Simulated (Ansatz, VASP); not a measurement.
One calculation of InSb, two programs

```xyz
2
Lattice="3.1991 0.0000 0.0000 0.0000 3.1991 0.0000 0.0000 0.0000 5.7976" Properties=species:S:1:pos:R:3 pbc="T T T"
In    0.0000    0.0000    0.0000
Sb    0.0000    0.0000    2.8988
```

Change from the starting cell: mode 4 frozen in at +0.000 Å, strain +e along z and -e/2 along x and y -0.0700.

Alike in both runs: task single point; functional PBE; k mesh 14 × 14 × 8; occupations gaussian, width 0.15 eV; no spin polarisation.

|  | VASP | Ansatz |
| --- | --- | --- |
| version | VASP 6.6.1 | Ansatz 0.2.0 |
| potentials or method | VASP PAW PBE potentials, release 64 (In_d, Sb), cutoff 500 eV | scalar-relativistic, plane waves, PAW |
| valence electrons in the cell | 18 | 28 |

Ansatz gave:

* gap on the k mesh at the Fermi level (eV): none
* pressure (GPa): 1.1
* traceless stress, the component that is largest in VASP (GPa): 6.50

Problem. What did VASP give for the same quantities?

Solution. gap on the k mesh at the Fermi level (eV): none; pressure (GPa): 1.0; traceless stress, the component that is largest in VASP (GPa): 6.50.

A gap of «none» marks a metal or a gap that the smearing closes. With one functional, cell and mesh, what is left measures potentials, basis and numerics. VASP's potentials hold 18 valence electrons a cell and Ansatz's 28, so a difference there can come from the potentials and not from the codes.

Neither program's run includes spin-orbit coupling.
